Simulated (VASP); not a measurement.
# BeS (Fm-3m) in VASP: settings compared

The runs below take BeS through single point, with PBE, r2SCAN, HSE06.

All numbers are computed with VASP 6.6.1; they aren't measurements. Logs are shortened: lines on timing, memory, paths and dates and some standing lists are left out, and cuts for length are marked.

### Step 1. The cell of the first run

It takes space group Fm-3m (No. 225, cubic). Conventional cell: a = 4.635 Å, b = 4.635 Å, c = 4.635 Å, α = 90.00°, β = 90.00°, γ = 90.00°. Be (site symmetry m-3m) has 6 S at 2.32 Å within 3.1 Å. Within 3.1 Å of S (site symmetry m-3m) lie 6 Be at 2.32 Å.

### Step 2. Single point, PBE

The input, INCAR:

```
PREC = Accurate
ENCUT = 520
EDIFF = 1E-6
ISMEAR = 0
SIGMA = 0.01
LREAL = F
LASPH = T
NELM = 80
ALGO = Normal
ISIF = 2
LWAVE = F
LCHARG = F
GGA = PE
NBANDS = 11
```

The input, KPOINTS:

```
regular mesh
0
Gamma
  8 8 8
```

The input, POSCAR:

```
BeS
1.0
    0.0000000000      2.3172972025      2.3172972025
    2.3172972025      0.0000000000      2.3172972025
    2.3172972025      2.3172972025      0.0000000000
Be S
1 1
Direct
    0.0000000000      0.0000000000      0.0000000000
    0.5000000000      0.5000000000      0.5000000000
```

Potentials or basis: VASP PAW PBE potentials, release 64 (Be, S).

Launch:

```console
$ cat potpaw_PBE.64/Be/POTCAR potpaw_PBE.64/S/POTCAR > POTCAR
$ mpirun -np 1 vasp_std > vasp.out
```

OUTCAR:

```text
PREC = Accurate
   ENCUT = 520
   EDIFF = 1E-6
   ISMEAR = 0
   LREAL = F
   LASPH = T
   NELM = 80
   ISIF = 2
   GGA = PE

 ion  position               nearest neighbor table
   1  0.000  0.000  0.000-   2 2.32   2 2.32   2 2.32   2 2.32   2 2.32   2 2.32
   2  0.500  0.500  0.500-   1 2.32   1 2.32   1 2.32   1 2.32   1 2.32   1 2.32

  LATTYP: Found a face centered cubic cell.
 ALAT       =     4.6345944050

  Lattice vectors:

 A1 = (   0.0000000000,   2.3172972025,   2.3172972025)
 A2 = (   2.3172972025,   0.0000000000,   2.3172972025)
 A3 = (   2.3172972025,   2.3172972025,   0.0000000000)

Analysis of symmetry for initial positions (statically):
=====================================================================
 Subroutine PRICEL returns:
 Original cell was already a primitive cell.

 Routine SETGRP: Setting up the symmetry group for a
 face centered cubic supercell.

 Subroutine GETGRP returns: Found 48 space group operations
 (whereof 48 operations were pure point group operations)
 out of a pool of 48 trial point group operations.

The static configuration has the point symmetry O_h .

Analysis of symmetry for dynamics (positions and initial velocities):
=====================================================================
 Subroutine PRICEL returns:
 Original cell was already a primitive cell.

 Routine SETGRP: Setting up the symmetry group for a
 face centered cubic supercell.

 Subroutine GETGRP returns: Found 48 space group operations
 (whereof 48 operations were pure point group operations)
 out of a pool of 48 trial point group operations.

The dynamic configuration has the point symmetry O_h .

 Subroutine INISYM returns: Found 48 space group operations
 (whereof 48 operations are pure point group operations),
 and found     1 'primitive' translations

----------------------------------------------------------------------------------------

                                     Primitive cell

  volume of cell :      24.8872

  direct lattice vectors                    reciprocal lattice vectors
     0.000000000  2.317297202  2.317297202    -0.215768612  0.215768612  0.215768612
     2.317297202  0.000000000  2.317297202     0.215768612 -0.215768612  0.215768612
     2.317297202  2.317297202  0.000000000     0.215768612  0.215768612 -0.215768612

  length of vectors
     3.277153132  3.277153132  3.277153132     0.373722198  0.373722198  0.373722198

  position of ions in fractional coordinates (direct lattice)
     0.000000000  0.000000000  0.000000000
     0.500000000  0.500000000  0.500000000

  ion indices of the primitive-cell ions
   primitive index   ion index
                 1           1
                 2           2

----------------------------------------------------------------------------------------

 KPOINTS: regular mesh

Automatic generation of k-mesh.
 Grid dimensions read from file:
 generate k-points for:    8    8    8

 Generating k-lattice:

  Cartesian coordinates                     Fractional coordinates (reciprocal lattice)
    -0.026971076  0.026971076  0.026971076     0.125000000  0.000000000  0.000000000
     0.026971076 -0.026971076  0.026971076     0.000000000  0.125000000  0.000000000
     0.026971076  0.026971076 -0.026971076     0.000000000  0.000000000  0.125000000

  Length of vectors
     0.046715275  0.046715275  0.046715275

  Shift w.r.t. Gamma in fractional coordinates (k-lattice)
     0.000000000  0.000000000  0.000000000

 Subroutine IBZKPT returns following result:
 ===========================================

 Found     29 irreducible k-points:

 Following reciprocal coordinates:
            Coordinates               Weight
  0.000000  0.000000  0.000000      1.000000
  0.125000  0.000000  0.000000      8.000000
  0.250000  0.000000  0.000000      8.000000
  0.375000  0.000000  0.000000      8.000000
  0.500000  0.000000  0.000000      4.000000
  0.125000  0.125000  0.000000      6.000000
[... 16 lines left out ...]
  0.500000  0.250000  0.125000     48.000000
 -0.375000  0.250000  0.125000     24.000000
 [... further k-points ...]
   k-points           NKPTS =     29   k-points in BZ     NKDIM =     29   number of bands    NBANDS=     11
   number of dos      NEDOS =    301   number of ions     NIONS =      2
   total plane-waves  NPLWV =  13824
   dimension x,y,z NGX =    24 NGY =   24 NGZ =   24
   dimension x,y,z NGXF=    48 NGYF=   48 NGZF=   48
   ions per type =               1   1
   NGX,Y,Z   is equivalent  to a cutoff of  12.17, 12.17, 12.17 a.u.
   NGXF,Y,Z  is equivalent  to a cutoff of  24.35, 24.35, 24.35 a.u.
 SYSTEM =  unknown system
   PREC   = accura    normal or accurate (medium, high low for compatibility)
   ISTART =      0    job   : 0-new  1-cont  2-samecut
   ICHARG =      2    charge: 1-file 2-atom 10-const
   ISPIN  =      1    spin polarized calculation?
   LNONCOLLINEAR =      F non collinear calculations
   LSORBIT =      F    spin-orbit coupling
   LASPH  =      T    aspherical Exc in radial PAW
   ENCUT  =  520.0 eV  38.22 Ry    6.18 a.u.   6.09  6.09  6.09*2*pi/ulx,y,z
   NELM   =     80;   NELMIN=  2; NELMDL= -5     # of ELM steps
   EDIFF  = 0.1E-05   stopping-criterion for ELM
   LREAL  =      F    real-space projection
   EDIFFG = 0.1E-04   stopping-criterion for IOM
   NSW    =      0    number of steps for IOM
   IBRION =     -1    ionic relax: 0-MD 1-quasi-New 2-CG
   NFREE  =      0    steps in history (QN), initial steepest desc. (CG)
   ISIF   =      2    stress and relaxation
   ISYM   =      2    0-nonsym 1-usesym 2-fastsym
   POTIM  = 0.5000    time-step for ionic-motion
   TEBEG  =    0.0;   TEEND  =   0.0 temperature during run
   PSTRESS=    0.0 pullay stress
   NELECT =       8.0000    total number of electrons
   NUPDOWN=      -1.0000    fix difference up-down
   EMIN   =  10.00;   EMAX   =-10.00  energy-range for DOS
   EFERMI =   0.00;   METHOD = LEGACY
   ISMEAR =     0;   SIGMA  =   0.01  broadening in eV -4-tet -1-fermi 0-gaus
   EFERMI_NEDOS =   21; number of points for ismear=-14 and -15
   IALGO  =     38    algorithm
   IMIX   =      4    mixing-type and parameters
     AMIX     =   0.40;   BMIX     =  1.00
     AMIX_MAG =   1.60;   BMIX_MAG =  1.00
  volume/ion in A,a.u.               =      12.44        83.97
  Fermi-wavevector in a.u.,A,eV,Ry     =   1.121450  2.119232 17.111356  1.257649
  Thomas-Fermi vector in A             =   2.258103
   LORBIT       =      0    0 simple, 1 ext, 2 COOP (PROOUT), +10 PAW based schemes
   GGA     = PE    functional components
   LHFCALC =     F    Hartree Fock is set to
   AEXX    =    0.0000 exact exchange contribution
   IVDW    =     0    specifies the selected vdW correction
   LEPSILON=     F    determine dielectric tensor
   LRPA    =     F    only Hartree local field effects (RPA)
 non-spin polarized calculation
 Gauss-broadening in eV      SIGMA  =   0.01
  energy-cutoff  :      520.00
  volume of cell :       24.89
 maximum number of plane-waves:       692
   NGX = 13   NGY = 13   NGZ = 13

 number of electron       7.9999998 magnetization

 Free energy of the ion-electron system (eV)
  ---------------------------------------------------
  ext. energy  EPLUGINS =         0.00000000
  ---------------------------------------------------
  free energy    TOTEN  =        -8.89265465 eV

  energy without entropy =       -8.89265465  energy(sigma->0) =       -8.89265465

 E-fermi :   6.6901     XC(G=0): -10.6075

 val. band max:        6.5740972122   @ k =  -0.1250   0.1250   0.0000
 cond. band min:       7.5733635551   @ k =   0.5000   0.5000   0.0000
 fundamental gap:      0.9992663429
 Fermi energy:         6.6900769698

 k-point     1 :       0.0000    0.0000    0.0000
  band No.  band energies     occupation
      1      -8.4930      2.00000
      2       6.2954      2.00000
      3       6.2954      2.00000
      4       6.2954      2.00000
      5      11.8789      0.00000
      6      15.4271      0.00000
      7      15.4271      0.00000
      8      15.4271      0.00000
      9      16.1782      0.00000
     10      16.1782      0.00000
     11      16.1782      0.00000

 k-point     2 :       0.1250    0.0000    0.0000
  band No.  band energies     occupation
      1      -8.2634      2.00000
      2       4.9474      2.00000
      3       6.2325      2.00000
      4       6.2325      2.00000
      5      12.3377      0.00000
      6      14.3329      0.00000
      7      14.3329      0.00000
      8      15.0143      0.00000
      9      16.1622      0.00000
     10      16.1622      0.00000
     11      16.7502      0.00000

 k-point     3 :       0.2500    0.0000    0.0000
  band No.  band energies     occupation
      1      -7.6155      2.00000
      2       2.5049      2.00000
      3       6.1260      2.00000
      4       6.1260      2.00000
      5      11.7322      0.00000
      6      12.3595      0.00000
      7      12.3595      0.00000
      8      16.1939      0.00000
      9      17.5536      0.00000
     10      17.8203      0.00000
     11      17.8203      0.00000

 k-point     4 :       0.3750    0.0000    0.0000
  band No.  band energies     occupation
      1      -6.7389      2.00000
      2       0.3414      2.00000
      3       6.0833      2.00000
      4       6.0833      2.00000
      5      10.9935      0.00000
      6      11.0176      0.00000
      7      11.0176      0.00000
      8      16.6987      0.00000
      9      19.8245      0.00000
     10      20.2459      0.00000
     11      20.2459      0.00000
[... 239 lines left out ...]
 k-point    22 :       0.3750    0.2500    0.1250
  band No.  band energies     occupation
      1      -7.0526      2.00000
      2       2.3628      2.00000
      3       3.8176      2.00000
      4       5.5496      2.00000
      5      10.3144      0.00000
      6      13.0583      0.00000
      7      13.7854      0.00000
      8      15.7004      0.00000
      9      16.8600      0.00000
     10      20.1388      0.00000
     11      21.7978      0.00000

 k-point    23 :       0.5000    0.2500    0.1250
  band No.  band energies     occupation
      1      -6.2307      2.00000
      2       0.7971      2.00000
      3       3.1972      2.00000
      4       4.9429      2.00000
      5      10.4466      0.00000
      6      11.9358      0.00000
      7      14.4604      0.00000
      8      16.3368      0.00000
      9      18.0501      0.00000
     10      21.4826      0.00000
     11      22.3660      0.00000

 k-point    24 :      -0.3750    0.2500    0.1250
  band No.  band energies     occupation
      1      -5.7731      2.00000
      2      -0.0186      2.00000
      3       3.1277      2.00000
      4       4.5910      2.00000
      5      10.8609      0.00000
      6      11.2011      0.00000
      7      14.5355      0.00000
      8      17.7334      0.00000
      9      18.8320      0.00000
     10      19.6552      0.00000
     11      23.2425      0.00000

 [... further k-points ...]
[... 5 lines left out ...]
  --------------------------------------------------------------------------------------
  -------------------------------------------------------------------------------------
  Total       -0.0652676     -0.0652676     -0.0652676     -0.0000000     -0.0000000      0.0000000
  in kB       -4.2017758     -4.2017758     -4.2017758     -0.0000000     -0.0000000      0.0000000
  external PRESSURE =      -4.2017758 kB  Pullay stress =       0.0000000 kB

 VOLUME and BASIS-vectors are now :
 -----------------------------------------------------------------------------
  energy-cutoff  :      520.00
  volume of cell :       24.89
      direct lattice vectors                 reciprocal lattice vectors
     0.000000000  2.317297202  2.317297202    -0.215768612  0.215768612  0.215768612
     2.317297202  0.000000000  2.317297202     0.215768612 -0.215768612  0.215768612
     2.317297202  2.317297202  0.000000000     0.215768612  0.215768612 -0.215768612

 POSITION                                       TOTAL-FORCE (eV/Angst)
 -----------------------------------------------------------------------------------
      0.00000      0.00000      0.00000         0.000000     -0.000000      0.000000
      2.31730      2.31730      2.31730        -0.000000      0.000000     -0.000000
 -----------------------------------------------------------------------------------
    total drift:                               -0.000000     -0.000000      0.000000

  FREE ENERGIE OF THE ION-ELECTRON SYSTEM (eV)
  ---------------------------------------------------
  free  energy   TOTEN  =        -8.8926546487 eV

  energy  without entropy=       -8.8926546487  energy(sigma->0) =       -8.89265465
```

Run time: 6.8 s. Hardware: 1 thread of AMD EPYC 7R43 (Zen 3), shared host; peak memory 0.1 GiB.

Results:

* Free energy: -8.8927 eV
* Pressure: -0.4 GPa
* Band gap on the k mesh: 1.00 eV, indirect (least direct gap 4.15 eV)

A k mesh can miss the band edges.

(Part 1 of 2 ends here.)
